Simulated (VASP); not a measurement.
# SnO (P6_3/mmc) in VASP: a series of runs, part 2 of 2

VASP 6.6.1. The steps go on from the part before.

**3. Single point, PBE**

Contents of INCAR:

```
  PREC = Accurate
  ENCUT = 520
  EDIFF = 1E-7
  ISMEAR = 0
  SIGMA = 0.1
  LREAL = False
  LASPH = True
  NELM = 100
  ALGO = Normal
  ISIF = 2
  LWAVE = False
  LCHARG = False
  GGA = PE
  NBANDS = 28
```

Contents of KPOINTS:

```
regular mesh
0
Gamma
  6 6 4
```

Contents of POSCAR:

```
SnO
1.0
    3.4110469846      0.0000000030      0.0000000000
   -1.7055234949      2.9540533406      0.0000000000
    0.0000000000      0.0000000000      6.4019607317
Sn O
2 2
Direct
    0.3333333333      0.6666666667      0.2500000000
    0.6666666667      0.3333333333      0.7500000000
    0.0000000000      0.0000000000      0.0000000000
    0.0000000000      0.0000000000      0.5000000000
```

Potentials or basis: VASP PAW PBE potentials, release 64 (Sn_d, O).

Command:

```
$ cat potpaw_PBE.64/Sn_d/POTCAR potpaw_PBE.64/O/POTCAR > POTCAR
$ mpirun -np 1 vasp_std > vasp.out
```

OUTCAR:

```text
PREC = Accurate
   ENCUT = 520
   EDIFF = 1E-7
   ISMEAR = 0
   LREAL = False
   LASPH = True
   NELM = 100
   ISIF = 2
   GGA = PE

 ion  position               nearest neighbor table
   1  0.333  0.667  0.250-   3 2.54   4 2.54   3 2.54   4 2.54   3 2.54   4 2.54   2 3.76   2 3.76
                             2 3.76   2 3.76   2 3.76   2 3.76
   2  0.667  0.333  0.750-   3 2.54   4 2.54   3 2.54   4 2.54   3 2.54   4 2.54   1 3.76   1 3.76
                             1 3.76   1 3.76   1 3.76   1 3.76
   3  0.000  0.000  0.000-   1 2.54   2 2.54   1 2.54   2 2.54   2 2.54   1 2.54
   4  0.000  0.000  0.500-   1 2.54   2 2.54   1 2.54   2 2.54   2 2.54   1 2.54

  LATTYP: Found a hexagonal cell.
 ALAT       =     3.4110469846
 C/A-ratio  =     1.8768315888

  Lattice vectors:

 A1 = (   3.4110469846,   0.0000000030,   0.0000000000)
 A2 = (  -1.7055234949,   2.9540533406,   0.0000000000)
 A3 = (   0.0000000000,   0.0000000000,   6.4019607317)

Analysis of symmetry for initial positions (statically):
=====================================================================
 Subroutine PRICEL returns:
 Original cell was already a primitive cell.

 Routine SETGRP: Setting up the symmetry group for a
 hexagonal supercell.

 Subroutine GETGRP returns: Found 24 space group operations
 (whereof 12 operations were pure point group operations)
 out of a pool of 24 trial point group operations.

The static configuration has the point symmetry D_3d.
 The point group associated with its full space group is D_6h.

Analysis of symmetry for dynamics (positions and initial velocities):
=====================================================================
 Subroutine PRICEL returns:
 Original cell was already a primitive cell.

 Routine SETGRP: Setting up the symmetry group for a
 hexagonal supercell.

 Subroutine GETGRP returns: Found 24 space group operations
[... 120 lines left out ...]
   EFERMI_NEDOS =   21; number of points for ismear=-14 and -15
   IALGO  =     38    algorithm
   IMIX   =      4    mixing-type and parameters
     AMIX     =   0.40;   BMIX     =  1.00
     AMIX_MAG =   1.60;   BMIX_MAG =  1.00
  volume/ion in A,a.u.               =      16.13       108.83
  Fermi-wavevector in a.u.,A,eV,Ry     =   1.396010  2.638076 26.515625  1.948843
  Thomas-Fermi vector in A             =   2.519406
   LORBIT       =      0    0 simple, 1 ext, 2 COOP (PROOUT), +10 PAW based schemes
   GGA     = PE    functional components
   LHFCALC =     F    Hartree Fock is set to
   AEXX    =    0.0000 exact exchange contribution
   IVDW    =     0    specifies the selected vdW correction
   LEPSILON=     F    determine dielectric tensor
   LRPA    =     F    only Hartree local field effects (RPA)
 non-spin polarized calculation
 Gauss-broadening in eV      SIGMA  =   0.10
  energy-cutoff  :      520.00
  volume of cell :       64.51
 maximum number of plane-waves:      1748
 NGX is ok and might be reduce to    28
   NGX = 13   NGY = 13   NGZ = 23

 number of electron      40.0000001 magnetization

 Free energy of the ion-electron system (eV)
  ---------------------------------------------------
  ext. energy  EPLUGINS =         0.00000000
  ---------------------------------------------------
  free energy    TOTEN  =       -20.78965877 eV

  energy without entropy =      -20.78815781  energy(sigma->0) =      -20.78890829

 E-fermi :   7.8086     XC(G=0): -10.9259

 val. band max:        7.5915637437   @ k =   0.1667   0.0000   0.0000
 cond. band min:       7.8767106550   @ k =   0.5000   0.0000   0.2500
 fundamental gap:      0.2851469113
 Fermi energy:         7.8085880870

 k-point     1 :       0.0000    0.0000    0.0000
  band No.  band energies     occupation
      1     -13.7130      2.00000
      2     -13.7030      2.00000
      3     -13.7030      2.00000
      4     -13.6940      2.00000
      5     -13.6940      2.00000
      6     -13.6933      2.00000
[... 640 lines left out ...]
     27      16.9091      0.00000
     28      16.9091      0.00000

------------------------ aborting loop because EDIFF is reached ----------------------------------------

  FORCE on cell =-STRESS in cart. coord.  units (eV):
  Direction    XX          YY          ZZ          XY          YZ          ZX
  --------------------------------------------------------------------------------------
  -------------------------------------------------------------------------------------
  Total        0.0002930      0.0002930      0.0083412     -0.0000000      0.0000000     -0.0000000
  in kB        0.0072773      0.0072773      0.2071663     -0.0000000      0.0000000     -0.0000000
  external PRESSURE =       0.0739070 kB  Pullay stress =       0.0000000 kB

 VOLUME and BASIS-vectors are now :
 -----------------------------------------------------------------------------
  energy-cutoff  :      520.00
  volume of cell :       64.51
      direct lattice vectors                 reciprocal lattice vectors
     3.411046985  0.000000003  0.000000000     0.293165120  0.169258961  0.000000000
    -1.705523495  2.954053341  0.000000000    -0.000000000  0.338517922  0.000000000
     0.000000000  0.000000000  6.401960732     0.000000000  0.000000000  0.156202145

 POSITION                                       TOTAL-FORCE (eV/Angst)
 -----------------------------------------------------------------------------------
     -0.00000      1.96937      1.60049         0.000000     -0.000000      0.000000
      1.70552      0.98468      4.80147        -0.000000      0.000000      0.000000
      0.00000      0.00000      0.00000        -0.000000      0.000000      0.000000
      0.00000      0.00000      3.20098        -0.000000      0.000000      0.000000
 -----------------------------------------------------------------------------------
    total drift:                               -0.000000      0.000000      0.000000

  FREE ENERGIE OF THE ION-ELECTRON SYSTEM (eV)
  ---------------------------------------------------
  free  energy   TOTEN  =       -20.7896587727 eV

  energy  without entropy=      -20.7881578116  energy(sigma->0) =      -20.78890829
```

OSZICAR:

```text
N       E                     dE             d eps       ncg     rms          rms(c)
DAV:   1     0.404997308744E+03    0.40500E+03   -0.19908E+04  1228   0.225E+03
DAV:   2     0.334342446201E+02   -0.37156E+03   -0.35791E+03  1228   0.534E+02
DAV:   3    -0.219845483513E+02   -0.55419E+02   -0.53959E+02  1328   0.172E+02
DAV:   4    -0.245156203949E+02   -0.25311E+01   -0.25189E+01  1324   0.390E+01
DAV:   5    -0.245780764837E+02   -0.62456E-01   -0.62452E-01  1364   0.657E+00    0.115E+01
DAV:   6    -0.211741280167E+02    0.34039E+01   -0.20494E+01  1824   0.506E+01    0.637E+00
DAV:   7    -0.208286082492E+02    0.34552E+00   -0.30165E+00  1312   0.980E+00    0.225E+00
DAV:   8    -0.207978441080E+02    0.30764E-01   -0.31403E-01  1228   0.332E+00    0.639E-01
DAV:   9    -0.207891264861E+02    0.87176E-02   -0.27314E-02  1668   0.129E+00    0.150E-01
DAV:  10    -0.207897910333E+02   -0.66455E-03   -0.56374E-03  1424   0.611E-01    0.111E-01
DAV:  11    -0.207896635125E+02    0.12752E-03   -0.11737E-03  1592   0.209E-01    0.235E-02
DAV:  12    -0.207896601124E+02    0.34001E-05   -0.88424E-05  1240   0.607E-02    0.147E-02
DAV:  13    -0.207896591046E+02    0.10077E-05   -0.18812E-05  1264   0.261E-02    0.583E-03
DAV:  14    -0.207896588018E+02    0.30282E-06   -0.30488E-06  1252   0.106E-02    0.566E-04
DAV:  15    -0.207896587727E+02    0.29169E-07   -0.17922E-07   964   0.315E-03
   1 F= -.20789659E+02 E0= -.20788908E+02  d E =-.150096E-02
```

It took 19 s on 1 thread of Intel Xeon 6975P-C (Granite Rapids), shared host; peak memory 0.19 GiB.

Results:

| Property | Result |
| --- | --- |
| Free energy | -20.7897 eV |
| Pressure | 0.0 GPa |
| Band gap on the k mesh | zero (band 20 reaches 8.04 eV, above the bottom of band 21 at 7.88 eV) |

Levels at points of the mesh, in eV from the Fermi level:
```
           k point  band 18  band 19  band 20  band 21  band 22  band 23
(0.00, 0.00, 0.00)    -2.51    -2.51     0.23     0.35     5.91     5.91
(0.50, 0.00, 0.00)    -2.77    -2.57    -1.22     0.84     2.79     3.56
(0.00, 0.00, 0.50)    -2.68    -2.18    -2.18     3.76     3.76     6.90
(0.50, 0.00, 0.50)    -3.30    -1.45    -1.45     0.99     0.99     5.41
```

Caveat: spin-orbit coupling is left out, which moves the levels of the heavy elements.
